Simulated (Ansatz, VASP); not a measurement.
## One calculation of Ga4O, two programs

```
Ga O
1.0
     4.39794    0.00000    0.00000
     0.00000    4.39794    0.00000
     0.00000    0.00000    4.39794
Ga O
4 1
Cartesian
  0.0000 0.0000 0.0000
  2.1990 2.1990 0.0000
  2.1990 0.0000 2.1990
  0.0000 2.1990 2.1990
  2.1990 2.1990 2.1990
```

Change from the starting cell: species swapped into the Mn4N type (Pm-3m, No. 221).

Alike in both runs: task single point; functional PBE; k mesh 4 × 4 × 4; occupations gaussian, width 0.1 eV; collinear spin.

|  | VASP | Ansatz |
| --- | --- | --- |
| version | VASP 6.6.1 | Ansatz 0.2.0 |
| potentials or method | VASP PAW PBE potentials, release 64 (Ga_d, O), cutoff 520 eV | scalar-relativistic, plane waves, PAW |
| valence electrons in the cell | 58 | 58 |

VASP gave:

| Property | Result |
| --- | --- |
| gap on the k mesh at the Fermi level (eV) | none |
| pressure (GPa) | 3.4 |
| net moment per atom (μB) | 0.00 |

Estimate Ansatz's values.

gap on the k mesh at the Fermi level (eV): none; pressure (GPa): 3.2; net moment per atom (μB): 0.00.

A gap of «none» marks a metal or a gap that the smearing closes. Ansatz's warnings: seeded moment not kept.
